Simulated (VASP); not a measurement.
**Ta3H: single point with PBE**

The system is Ta3H, a slab with vacuum.

```
Ta H
1.0
     2.87431    0.00000    0.00000
    -0.95810    2.70993    0.00000
     0.00000    0.00000   20.02669
Ta H
3 1
Direct
  0.50000 0.50000 0.19973
  0.00000 0.00000 0.31277
  0.50000 0.50000 0.42577
  0.83333 0.83333 0.49858
```

* Program: VASP 6.6.1
* Task: single point
* Functional: PBE
* Potentials or basis: VASP PAW PBE potentials, release 64 (Ta_pv, H)
* Cutoff: 520 eV
* k mesh: 10 × 10 × 1
* Occupations: gaussian, width 0.1 eV
* Spin: no spin polarisation
* Dipole correction: yes
* Further INCAR settings: ALGO = Normal; EDIFF = 1e-06; NBANDS = 25

```yaml
Largest_force: 0.898 eV/Å
Band_gap_on_the_k_mesh: zero (band 17 reaches 0.09 eV, above the bottom of band 18 at -1.26 eV)
```

Forces in eV/Å, atoms in the order of the input:
```
Ta  -0.002 -0.002  0.106
Ta  -0.058 -0.082 -0.530
Ta  -0.459 -0.649  0.414
H    0.518  0.733  0.011
```

Levels at points of the mesh, in eV from the Fermi level:
```
           k point  band 15  band 16  band 17  band 18  band 19  band 20
(0.00, 0.00, 0.00)    -0.80    -0.33     0.29     0.59     0.88     1.02
(0.50, 0.00, 0.00)    -1.42    -0.73    -0.21     1.16     1.99     3.10
(0.50, 0.50, 0.00)    -1.58    -0.57     1.00     1.32     2.38     2.45
```

Wall time 2.6 min on 1 thread of Intel(R) Xeon(R) Platinum 8259CL CPU @ 2.50GHz (Skylake/Cascade Lake), on a shared host, peak memory 0.33 GiB.

Caveat: spin-orbit coupling is left out, which moves the levels of the heavy elements.
